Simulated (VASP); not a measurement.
Write the native input for VASP 6.6.1 that does the following.

```yaml
Task: single point
Functional: PBEsol
Potentials_or_basis: VASP PAW PBE potentials, release 64 (Al, Ru_pv)
Cutoff: 520 eV
k_mesh: 10 × 10 × 10
Occupations: gaussian, width 0.01 eV
Spin: no spin polarisation
Dipole_correction: no
Further_INCAR_settings: ALGO = Normal; EDIFF = 1e-06; NBANDS = 29
```

The structure of Al2Ru lies in POSCAR:

```
Al2Ru
1.0
    0.0000000000      3.9414468713      4.3476250478
    2.3266511546      0.0000000000      4.3476250478
    2.3266511546      3.9414468713      0.0000000000
Al Ru
4 2
Direct
    0.0793704571      0.4206295429      0.0793704571
    0.4206295429      0.0793704571      0.4206295429
    0.1706295429      0.8293704571      0.1706295429
    0.8293704571      0.1706295429      0.8293704571
    0.7500000000      0.7500000000      0.7500000000
    0.5000000000      0.5000000000      0.5000000000
```

This cell differs from its parent crystal: volume scaled by 0.97, then relaxed in part.

One way to write it, as run:

INCAR

```
ALGO     = Normal         # electronic algorithm
EDIFF    = 1E-6           # SCF threshold, eV
ENCUT    = 520            # plane-wave cutoff, eV
GGA      = PS             # functional
ISIF     = 2              # what is computed and relaxed
ISMEAR   = 0              # smearing method
LASPH    = T              # aspherical terms in the spheres
LCHARG   = T              # write CHGCAR
LELF     = T              # ELF
LREAL    = F              # projectors in reciprocal space
LVHAR    = T            
LWAVE    = F              # write WAVECAR
NBANDS   = 29             # bands
NELM     = 80             # most SCF steps
PREC     = Accurate       # precision mode
SIGMA    = 0.01           # smearing width, eV
```

KPOINTS

```
k-points
0
Gamma
  10 10 10
```

Potentials or basis: VASP PAW PBE potentials, release 64 (Al, Ru_pv).

Run with:

```bash
$ cat potpaw_PBE.64/Al/POTCAR potpaw_PBE.64/Ru_pv/POTCAR > POTCAR
$ mpirun -np 1 vasp_std > vasp.out
```

It gave:

```json
{
  "Pressure": "6.0 GPa",
  "Band gap on the k mesh": "0.09 eV, indirect (least direct gap 1.28 eV)"
}
```

Caveat: the PAW data sets were made with another functional, which shifts forces and pressure a little.

Wall time 3.1 min on 1 thread of Intel(R) Xeon(R) 6975P-C (Granite Rapids), with other jobs on the host, peak memory 0.47 GiB.
